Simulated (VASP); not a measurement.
# SiNi2 (Pnma) in VASP: notebook

The runs below take SiNi2 through single point, with PBE.

Everything below comes from runs of VASP 6.6.1. Logs are shortened: lines on timing, memory, paths and dates and some standing lists are left out, and cuts for length are marked.

## (1) The cell of the first run

Symmetry: Pnma, No. 62, orthorhombic system. Conventional cell: a = 4.937 Å, b = 3.708 Å, c = 7.024 Å, α = 90.00°, β = 90.00°, γ = 90.00°. Within 3.0 Å of Si (site symmetry m) lie 10 Ni at 2.30 to 2.68 Å. Within 3.1 Å of Ni (site symmetry m) lie 5 Si at 2.32 to 2.56 Å and 8 Ni at 2.54 to 2.69 Å. Ni (site symmetry m) has 5 Si at 2.30 to 2.68 Å and 8 Ni at 2.55 to 2.69 Å within 3.0 Å.

## (2) Single point, PBE (10.72 Å³/atom)

Input file INCAR:

```
SYSTEM = SiNi2
PREC = Accurate ; ENCUT = 600
EDIFF = 1E-6 ; ISMEAR = 0
SIGMA = 0.1 ; LREAL = .False.
LASPH = .True. ; NELM = 120
ALGO = Normal ; ISIF = 2
LWAVE = .False. ; LCHARG = .True.
GGA = PE ; LELF = .True.
LVHAR = .True. ; NBANDS = 60
GGA_COMPAT = .False.
```

Input file KPOINTS:

```
Automatic mesh
0
Gamma
  8 10 6
  0 0 0
```

Input file POSCAR:

```
SiNi2
1.0
    4.9372148041      0.0000000000      0.0000000000
    0.0000000000      3.7079037864      0.0000000000
    0.0000000000      0.0000000000      7.0236585057
Si Ni
4 8
Direct
    0.2909225327      0.7500000000      0.6134670535
    0.7090774673      0.2500000000      0.3865329465
    0.2090774673      0.2500000000      0.1134670535
    0.7909225327      0.7500000000      0.8865329465
    0.9582150393      0.7500000000      0.2067160857
    0.0417849607      0.2500000000      0.7932839143
    0.5417849607      0.2500000000      0.7067160857
    0.4582150393      0.7500000000      0.2932839143
    0.8289011055      0.7500000000      0.5605921774
    0.1710988945      0.2500000000      0.4394078226
    0.6710988945      0.2500000000      0.0605921774
    0.3289011055      0.7500000000      0.9394078226
```

Potentials or basis: VASP PAW PBE potentials, release 64 (Si, Ni).

Command:

```
$ cat potpaw_PBE.64/Si/POTCAR potpaw_PBE.64/Ni/POTCAR > POTCAR
$ mpirun -np 1 vasp_std > vasp.out
```

OUTCAR:

```text
SYSTEM = SiNi2
   PREC = Accurate
   ENCUT = 600
   EDIFF = 1E-6
   ISMEAR = 0
   LREAL = .False.
   LASPH = .True.
   NELM = 120
   ISIF = 2
   GGA = PE

 ion  position               nearest neighbor table
   1  0.291  0.750  0.613-  12 2.30  10 2.30  10 2.30   9 2.31   7 2.32   7 2.32   8 2.40   6 2.56
                             6 2.56   9 2.68   4 3.13   4 3.13
   2  0.709  0.250  0.387-  11 2.30   9 2.30   9 2.30  10 2.31   8 2.32   8 2.32   7 2.40   5 2.56
                             5 2.56  10 2.68   3 3.13   3 3.13
   3  0.209  0.250  0.113-  10 2.30  12 2.30  12 2.30  11 2.31   5 2.32   5 2.32   6 2.40   8 2.56
                             8 2.56  11 2.68   2 3.13   2 3.13
   4  0.791  0.750  0.887-   9 2.30  11 2.30  11 2.30  12 2.31   6 2.32   6 2.32   5 2.40   7 2.56
                             7 2.56  12 2.68   1 3.13   1 3.13
   5  0.958  0.750  0.207-   3 2.32   3 2.32   4 2.40   8 2.54   8 2.54  11 2.55  11 2.55   2 2.56
                             2 2.56   9 2.57  12 2.62  10 2.69  10 2.69
   6  0.042  0.250  0.793-   4 2.32   4 2.32   3 2.40   7 2.54   7 2.54  12 2.55  12 2.55   1 2.56
                             1 2.56  10 2.57  11 2.62   9 2.69   9 2.69
   7  0.542  0.250  0.707-   1 2.32   1 2.32   2 2.40   6 2.54   6 2.54   9 2.55   9 2.55   4 2.56
                             4 2.56  11 2.57  10 2.62  12 2.69  12 2.69
   8  0.458  0.750  0.293-   2 2.32   2 2.32   1 2.40   5 2.54   5 2.54  10 2.55  10 2.55   3 2.56
                             3 2.56  12 2.57   9 2.62  11 2.69  11 2.69
   9  0.829  0.750  0.561-   4 2.30   2 2.30   2 2.30   1 2.31   7 2.55   7 2.55   5 2.57   8 2.62
                            10 2.65  10 2.65   1 2.68   6 2.69   6 2.69
  10  0.171  0.250  0.439-   3 2.30   1 2.30   1 2.30   2 2.31   8 2.55   8 2.55   6 2.57   7 2.62
                             9 2.65   9 2.65   2 2.68   5 2.69   5 2.69
  11  0.671  0.250  0.061-   2 2.30   4 2.30   4 2.30   3 2.31   5 2.55   5 2.55   7 2.57   6 2.62
                            12 2.65  12 2.65   3 2.68   8 2.69   8 2.69
  12  0.329  0.750  0.939-   1 2.30   3 2.30   3 2.30   4 2.31   6 2.55   6 2.55   8 2.57   5 2.62
                            11 2.65  11 2.65   4 2.68   7 2.69   7 2.69

  LATTYP: Found a simple orthorhombic cell.
 ALAT       =     3.7079037864
 B/A-ratio  =     1.3315380033
 C/A-ratio  =     1.8942396864

  Lattice vectors:

 A1 = (   0.0000000000,  -3.7079037864,   0.0000000000)
 A2 = (   4.9372148041,   0.0000000000,   0.0000000000)
 A3 = (   0.0000000000,   0.0000000000,   7.0236585057)

Analysis of symmetry for initial positions (statically):
=====================================================================
 Subroutine PRICEL returns:
 Original cell was already a primitive cell.

 Routine SETGRP: Setting up the symmetry group for a
 simple orthorhombic supercell.

 Subroutine GETGRP returns: Found  8 space group operations
 (whereof  2 operations were pure point group operations)
 out of a pool of  8 trial point group operations.

The static configuration has the point symmetry S_2 .
 The point group associated with its full space group is D_2h.

Analysis of symmetry for dynamics (positions and initial velocities):
=====================================================================
 Subroutine PRICEL returns:
 Original cell was already a primitive cell.

 Routine SETGRP: Setting up the symmetry group for a
 simple orthorhombic supercell.

 Subroutine GETGRP returns: Found  8 space group operations
 (whereof  2 operations were pure point group operations)
 out of a pool of  8 trial point group operations.

The dynamic configuration has the point symmetry S_2 .
 The point group associated with its full space group is D_2h.

 Subroutine INISYM returns: Found  8 space group operations
 (whereof  2 operations are pure point group operations),
 and found     1 'primitive' translations

----------------------------------------------------------------------------------------

                                     Primitive cell

  volume of cell :     128.5801

  direct lattice vectors                    reciprocal lattice vectors
     4.937214804  0.000000000  0.000000000     0.202543345  0.000000000  0.000000000
     0.000000000  3.707903786  0.000000000     0.000000000  0.269694161  0.000000000
     0.000000000  0.000000000  7.023658506     0.000000000  0.000000000  0.142375943

  length of vectors
     4.937214804  3.707903786  7.023658506     0.202543345  0.269694161  0.142375943

  position of ions in fractional coordinates (direct lattice)
     0.290922533  0.750000000  0.613467054
     0.709077467  0.250000000  0.386532946
     0.209077467  0.250000000  0.113467054
     0.790922533  0.750000000  0.886532946
     0.958215039  0.750000000  0.206716086
     0.041784961  0.250000000  0.793283914
     0.541784961  0.250000000  0.706716086
     0.458215039  0.750000000  0.293283914
     0.828901106  0.750000000  0.560592177
     0.171098894  0.250000000  0.439407823
     0.671098894  0.250000000  0.060592177
     0.328901106  0.750000000  0.939407823

  ion indices of the primitive-cell ions
   primitive index   ion index
                 1           1
                 2           2
                 3           3
                 4           4
                 5           5
                 6           6
                 7           7
                 8           8
                 9           9
                10          10
                11          11
                12          12

----------------------------------------------------------------------------------------

 KPOINTS: Automatic mesh

Automatic generation of k-mesh.
 Grid dimensions read from file:
 generate k-points for:    8   10    6

 Generating k-lattice:

  Cartesian coordinates                     Fractional coordinates (reciprocal lattice)
     0.025317918  0.000000000  0.000000000     0.125000000  0.000000000  0.000000000
     0.000000000  0.026969416  0.000000000     0.000000000  0.100000000  0.000000000
     0.000000000  0.000000000  0.023729324     0.000000000  0.000000000  0.166666667

  Length of vectors
     0.025317918  0.026969416  0.023729324

  Shift w.r.t. Gamma in fractional coordinates (k-lattice)
     0.000000000  0.000000000  0.000000000

 Subroutine IBZKPT returns following result:
 ===========================================

 Found    120 irreducible k-points:

 Following reciprocal coordinates:
            Coordinates               Weight
  0.000000  0.000000  0.000000      1.000000
  0.125000  0.000000  0.000000      2.000000
  0.250000  0.000000  0.000000      2.000000
  0.375000  0.000000  0.000000      2.000000
  0.500000  0.000000  0.000000      1.000000
  0.000000  0.100000  0.000000      2.000000
[... 16 lines left out ...]
  0.250000  0.400000  0.000000      4.000000
  0.375000  0.400000  0.000000      4.000000
 [... further k-points ...]
   k-points           NKPTS =    120   k-points in BZ     NKDIM =    120   number of bands    NBANDS=     60
   number of dos      NEDOS =    301   number of ions     NIONS =     12
   total plane-waves  NPLWV =  67200
   dimension x,y,z NGX =    40 NGY =   30 NGZ =   56
   dimension x,y,z NGXF=    80 NGYF=   60 NGZF=  112
   ions per type =               4   8
   NGX,Y,Z   is equivalent  to a cutoff of  13.47, 13.45, 13.25 a.u.
   NGXF,Y,Z  is equivalent  to a cutoff of  26.94, 26.90, 26.51 a.u.
 SYSTEM =  SiNi2
   PREC   = accura    normal or accurate (medium, high low for compatibility)
   ISTART =      0    job   : 0-new  1-cont  2-samecut
   ICHARG =      2    charge: 1-file 2-atom 10-const
   ISPIN  =      1    spin polarized calculation?
   LNONCOLLINEAR =      F non collinear calculations
   LSORBIT =      F    spin-orbit coupling
   LASPH  =      T    aspherical Exc in radial PAW
   ENCUT  =  600.0 eV  44.10 Ry    6.64 a.u.   9.86  7.41 14.03*2*pi/ulx,y,z
   NELM   =    120;   NELMIN=  2; NELMDL= -5     # of ELM steps
   EDIFF  = 0.1E-05   stopping-criterion for ELM
   LREAL  =      F    real-space projection
   EDIFFG = 0.1E-04   stopping-criterion for IOM
   NSW    =      0    number of steps for IOM
   IBRION =     -1    ionic relax: 0-MD 1-quasi-New 2-CG
   NFREE  =      0    steps in history (QN), initial steepest desc. (CG)
   ISIF   =      2    stress and relaxation
   ISYM   =      2    0-nonsym 1-usesym 2-fastsym
   POTIM  = 0.5000    time-step for ionic-motion
   TEBEG  =    0.0;   TEEND  =   0.0 temperature during run
   PSTRESS=    0.0 pullay stress
   NELECT =      96.0000    total number of electrons
   NUPDOWN=      -1.0000    fix difference up-down
   EMIN   =  10.00;   EMAX   =-10.00  energy-range for DOS
   EFERMI =   0.00;   METHOD = LEGACY
   ISMEAR =     0;   SIGMA  =   0.10  broadening in eV -4-tet -1-fermi 0-gaus
   EFERMI_NEDOS =   21; number of points for ismear=-14 and -15
   IALGO  =     38    algorithm
   IMIX   =      4    mixing-type and parameters
     AMIX     =   0.40;   BMIX     =  1.00
     AMIX_MAG =   1.60;   BMIX_MAG =  1.00
  volume/ion in A,a.u.               =      10.72        72.31
  Fermi-wavevector in a.u.,A,eV,Ry     =   1.485162  2.806550 30.010471  2.205707
  Thomas-Fermi vector in A             =   2.598609
   LORBIT       =      0    0 simple, 1 ext, 2 COOP (PROOUT), +10 PAW based schemes
   GGA     = PE    functional components
   LHFCALC =     F    Hartree Fock is set to
   AEXX    =    0.0000 exact exchange contribution
   IVDW    =     0    specifies the selected vdW correction
   LEPSILON=     F    determine dielectric tensor
   LRPA    =     F    only Hartree local field effects (RPA)
 non-spin polarized calculation
 Gauss-broadening in eV      SIGMA  =   0.10
  energy-cutoff  :      600.00
  volume of cell :      128.58
 maximum number of plane-waves:      4320
 NGX is ok and might be reduce to    40
   NGX = 19   NGY = 15   NGZ = 29

 number of electron      95.9999969 magnetization

 Free energy of the ion-electron system (eV)
  ---------------------------------------------------
  ext. energy  EPLUGINS =         0.00000000
  ---------------------------------------------------
  free energy    TOTEN  =       -72.03345273 eV

  energy without entropy =      -72.00177570  energy(sigma->0) =      -72.01761421

 E-fermi :  11.4328     XC(G=0): -13.0301

 val. band max:       11.4324332018   @ k =   0.0000   0.5000   0.3333
 cond. band min:      11.4481963113   @ k =   0.5000   0.5000   0.0000
 fundamental gap:      0.0157631096
 Fermi energy:        11.4327657948

 k-point     1 :       0.0000    0.0000    0.0000
  band No.  band energies     occupation
      1      -1.3836      2.00000
      2       1.2043      2.00000
      3       1.3002      2.00000
      4       3.2122      2.00000
      5       4.7312      2.00000
      6       5.1871      2.00000
[... 52 lines left out ...]
     59      16.6436      0.00000
     60      16.8531      0.00000

 k-point     2 :       0.1250    0.0000    0.0000
  band No.  band energies     occupation
      1      -1.2894      2.00000
      2       1.2534      2.00000
      3       1.3696      2.00000
      4       2.7382      2.00000
      5       5.0182      2.00000
      6       5.1373      2.00000
[... 52 lines left out ...]
     59      16.4381      0.00000
     60      16.9530      0.00000

 k-point     3 :       0.2500    0.0000    0.0000
  band No.  band energies     occupation
      1      -1.0098      2.00000
      2       1.2869      2.00000
      3       1.5640      2.00000
      4       2.0270      2.00000
      5       4.5683      2.00000
      6       4.7038      2.00000
[... 1312 lines left out ...]
     59      16.6604      0.00000
     60      17.1954      0.00000

 k-point    24 :       0.3750    0.4000    0.0000
  band No.  band energies     occupation
      1       0.9451      2.00000
      2       2.0241      2.00000
      3       2.1146      2.00000
      4       2.6032      2.00000
      5       4.6368      2.00000
      6       4.6829      2.00000
[... 52 lines left out ...]
     59      16.8385      0.00000
     60      17.8054      0.00000

 [... further k-points ...]

------------------------ aborting loop because EDIFF is reached ----------------------------------------

  FORCE on cell =-STRESS in cart. coord.  units (eV):
  Direction    XX          YY          ZZ          XY          YZ          ZX
  --------------------------------------------------------------------------------------
  -------------------------------------------------------------------------------------
  Total        5.0393631      4.9933449      4.9717346     -0.0000000      0.0000000      0.0000000
  in kB       62.7931636     62.2197521     61.9504766     -0.0000000      0.0000000      0.0000000
  external PRESSURE =      62.3211308 kB  Pullay stress =       0.0000000 kB

 VOLUME and BASIS-vectors are now :
 -----------------------------------------------------------------------------
  energy-cutoff  :      600.00
  volume of cell :      128.58
      direct lattice vectors                 reciprocal lattice vectors
     4.937214804  0.000000000  0.000000000     0.202543345  0.000000000  0.000000000
     0.000000000  3.707903786  0.000000000     0.000000000  0.269694161  0.000000000
     0.000000000  0.000000000  7.023658506     0.000000000  0.000000000  0.142375943

 POSITION                                       TOTAL-FORCE (eV/Angst)
 -----------------------------------------------------------------------------------
      1.43635      2.78093      4.30878        -0.003555      0.000000     -0.000008
      3.50087      0.92698      2.71488         0.003555      0.000000      0.000008
      1.03226      0.92698      0.79695         0.003555     -0.000000     -0.000008
      3.90495      2.78093      6.22670        -0.003555      0.000000      0.000008
      4.73091      2.78093      1.45190        -0.012758     -0.000000      0.008189
      0.20630      0.92698      5.57176         0.012758     -0.000000     -0.008189
      2.67491      0.92698      4.96373         0.012758     -0.000000      0.008189
      2.26231      2.78093      2.05993        -0.012758      0.000000     -0.008189
      4.09246      2.78093      3.93741         0.000858     -0.000000     -0.008791
      0.84475      0.92698      3.08625        -0.000858     -0.000000      0.008791
      3.31336      0.92698      0.42558        -0.000858     -0.000000     -0.008791
      1.62386      2.78093      6.59808         0.000858      0.000000      0.008791
 -----------------------------------------------------------------------------------
    total drift:                                0.000000      0.000000     -0.000000

  FREE ENERGIE OF THE ION-ELECTRON SYSTEM (eV)
  ---------------------------------------------------
  free  energy   TOTEN  =       -72.0334527322 eV

  energy  without entropy=      -72.0017756959  energy(sigma->0) =      -72.01761421
```

It took 23 min on 1 thread of AMD EPYC 7R43 (Zen 3), shared host; peak memory 0.77 GiB.

What came out:

| Quantity | Value |
| --- | --- |
| Free energy | -72.0335 eV |
| Pressure | 6.2 GPa |
| Largest force | 0.015 eV/Å |
| Band gap on the k mesh | zero (bands 48 and 49 overlap by 1.76 eV) |

Forces in eV/Å, atoms in the order of the input:
```
Si  -0.004  0.000  0.000
Si   0.004  0.000  0.000
Si   0.004  0.000  0.000
Si  -0.004  0.000  0.000
Ni  -0.013  0.000  0.008
Ni   0.013  0.000 -0.008
Ni   0.013  0.000  0.008
Ni  -0.013  0.000 -0.008
Ni   0.001  0.000 -0.009
Ni  -0.001  0.000  0.009
Ni  -0.001  0.000 -0.009
Ni   0.001  0.000  0.009
```

Levels at points of the mesh, in eV from the Fermi level:
```csv
k point,band 45,band 46,band 47,band 48,band 49,band 50,band 51,band 52
"(0.00, 0.00, 0.00)",-0.97,-0.95,-0.61,-0.16,0.72,0.94,1.80,2.34
"(0.50, 0.00, 0.00)",-0.96,-0.96,1.23,1.23,2.01,2.01,2.79,2.79
"(0.00, 0.50, 0.00)",-0.96,-0.96,-0.94,-0.94,0.75,0.75,1.35,1.35
"(0.50, 0.50, 0.00)",-0.77,-0.77,-0.77,-0.77,0.02,0.02,0.02,0.02
"(0.00, 0.00, 0.50)",-1.06,-1.06,-0.37,-0.37,0.22,0.22,1.39,1.39
"(0.50, 0.00, 0.50)",-0.55,-0.55,0.27,0.27,1.89,1.89,1.89,1.89
"(0.00, 0.50, 0.50)",-0.90,-0.90,-0.42,-0.42,-0.35,-0.35,1.22,1.22
"(0.50, 0.50, 0.50)",-0.72,-0.72,-0.72,-0.72,0.50,0.50,0.50,0.50
```

Caveat: the cell stands under pressure.

## (3) Single point, PBE (11.38 Å³/atom)

This run uses another cell than the first one, of 11.38 Å³/atom.

Input file INCAR:

```
PREC = Accurate
ENCUT = 600
EDIFF = 1E-6
ISMEAR = 0
SIGMA = 0.1
LREAL = False
LASPH = True
NELM = 120
ALGO = Normal
ISIF = 2
LWAVE = False
LCHARG = False
GGA = PE
NBANDS = 60
GGA_COMPAT = False
```

Input file KPOINTS:

```
Automatic mesh
0
Gamma
  8 10 6
```

Input file POSCAR:

```
SiNi2
1.0
    5.1115838951      0.0000000000      0.0000000000
    0.0000000000      3.7507632943      0.0000000000
    0.0000000000      0.0000000000      7.1213807581
Si Ni
4 8
Direct
    0.2826073822      0.7500000000      0.6157940552
    0.7173926178      0.2500000000      0.3842059448
    0.2173926178      0.2500000000      0.1157940552
    0.7826073822      0.7500000000      0.8842059448
    0.9605229147      0.7500000000      0.2010237560
    0.0394770853      0.2500000000      0.7989762440
    0.5394770853      0.2500000000      0.7010237560
    0.4605229147      0.7500000000      0.2989762440
    0.8324925452      0.7500000000      0.5601761063
    0.1675074548      0.2500000000      0.4398238937
    0.6675074548      0.2500000000      0.0601761063
    0.3324925452      0.7500000000      0.9398238937
```

Potentials or basis: VASP PAW PBE potentials, release 64 (Si, Ni).

Command:

```
$ cat potpaw_PBE.64/Si/POTCAR potpaw_PBE.64/Ni/POTCAR > POTCAR
$ mpirun -np 1 vasp_std > vasp.out
```

Run time: 11 min. Hardware: 1 thread of Intel Xeon 6975P-C (Granite Rapids), shared host; peak memory 0.85 GiB.

It converged, with:

* Free energy: -72.0447 eV
* Pressure: -5.0 GPa
* Largest force: 0.007 eV/Å
* Band gap on the k mesh: zero (bands 48 and 49 overlap by 1.65 eV)

Forces on the atoms (eV/Å):
```
Si  -0.007  0.000  0.000
Si   0.007  0.000  0.000
Si   0.007  0.000  0.000
Si  -0.007  0.000  0.000
Ni  -0.005  0.000  0.004
Ni   0.005  0.000 -0.004
Ni   0.005  0.000  0.004
Ni  -0.005  0.000 -0.004
Ni  -0.006  0.000  0.003
Ni   0.006  0.000 -0.003
Ni   0.006  0.000  0.003
Ni  -0.006  0.000 -0.003
```

Stress tensor (GPa, compression positive):
```
-5.15  0.00  0.00
 0.00 -4.94  0.00
 0.00  0.00 -5.06
```

Levels at points of the mesh, in eV from the Fermi level:
| k point | band 44 | band 45 | band 46 | band 47 | band 48 | band 49 | band 50 | band 51 | band 52 | band 53 |
| --- | --- | --- | --- | --- | --- | --- | --- | --- | --- | --- |
| (0.00, 0.00, 0.00) | -1.07 | -0.94 | -0.90 | -0.61 | -0.29 | 0.57 | 0.78 | 1.99 | 2.15 | 2.48 |
| (0.50, 0.00, 0.00) | -1.03 | -0.91 | -0.91 | 1.19 | 1.19 | 1.75 | 1.75 | 2.50 | 2.50 | 3.17 |
| (0.00, 0.50, 0.00) | -1.29 | -0.94 | -0.94 | -0.90 | -0.90 | 0.64 | 0.64 | 1.29 | 1.29 | 1.61 |
| (0.50, 0.50, 0.00) | -1.30 | -0.78 | -0.78 | -0.78 | -0.78 | 0.02 | 0.02 | 0.02 | 0.02 | 3.97 |
| (0.00, 0.00, 0.50) | -1.05 | -1.03 | -1.03 | -0.42 | -0.42 | 0.26 | 0.26 | 1.33 | 1.33 | 2.89 |
| (0.50, 0.00, 0.50) | -0.92 | -0.62 | -0.62 | 0.31 | 0.31 | 1.85 | 1.85 | 1.87 | 1.87 | 2.01 |
| (0.00, 0.50, 0.50) | -1.22 | -0.80 | -0.80 | -0.39 | -0.39 | -0.34 | -0.34 | 0.98 | 0.98 | 1.83 |
| (0.50, 0.50, 0.50) | -1.36 | -0.72 | -0.72 | -0.72 | -0.72 | 0.49 | 0.49 | 0.49 | 0.49 | 2.50 |

Caveat: the cell stands under tension.
